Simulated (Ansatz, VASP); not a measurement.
**Ag: VASP beside Ansatz**

File INCAR:

```
  PREC = Accurate
  ENCUT = 500
  EDIFF = 1E-6
  ISMEAR = 0
  SIGMA = 0.1
  LREAL = False
  LASPH = True
  NELM = 120
  ALGO = Normal
  ISIF = 2
  LWAVE = False
  LCHARG = True
  GGA = PE
  IVDW = 12
  LELF = True
  LVHAR = True
  NBANDS = 12
  GGA_COMPAT = False
```

The input KPOINTS:

```
regular mesh
0
Gamma
  6 6 6
```

The input POSCAR:

```
Ag
1.0
    0.0000000000      2.4482740324      2.4482740324
    2.4482740324      0.0000000000      2.4482740324
    2.4482740324      2.4482740324      0.0000000000
Ag
1
Direct
    0.0000000000      0.0000000000      0.0000000000
```

Input for Ansatz:

```yaml
crystal:
  lattice:
    - [0.0, 2.4482740324, 2.4482740324]
    - [2.4482740324, 0.0, 2.4482740324]
    - [2.4482740324, 2.4482740324, 0.0]
  atoms:
    - { symbol: Ag, position: [0.0, 0.0, 0.0] }
basis:
  ecutwfc: 420
kpoints:
  mp_grid: { grid: [6, 6, 6] }
hamiltonian:
  xc: pbe
  dispersion: d3bj
scf:
  occupations: { method: gaussian, width: 0.1 }
output:
  forces: true
  stress: true
  eigenvalues: true
```

Alike in both runs: task single point; functional PBE; dispersion D3(BJ); k mesh 6 × 6 × 6; occupations gaussian, width 0.1 eV; no spin polarisation.

```csv
,VASP,Ansatz
version,VASP 6.6.1,Ansatz 0.2.0
potentials or method,"VASP PAW PBE potentials, release 64 (Ag), cutoff 500 eV","scalar-relativistic, plane waves, PAW"
valence electrons in the cell,11,19
```

```csv
,VASP,Ansatz,Ansatz less VASP
gap on the k mesh at the Fermi level (eV),none,none,-
pressure (GPa),-12.2,-12.2,-0.03
```

A gap of «none» marks a metal or a gap that the smearing closes. VASP's potentials hold 11 valence electrons a cell and Ansatz's 19, so a difference there can come from the potentials and not from the codes.

The k mesh is coarse, so the values compare programs but aren't converged.
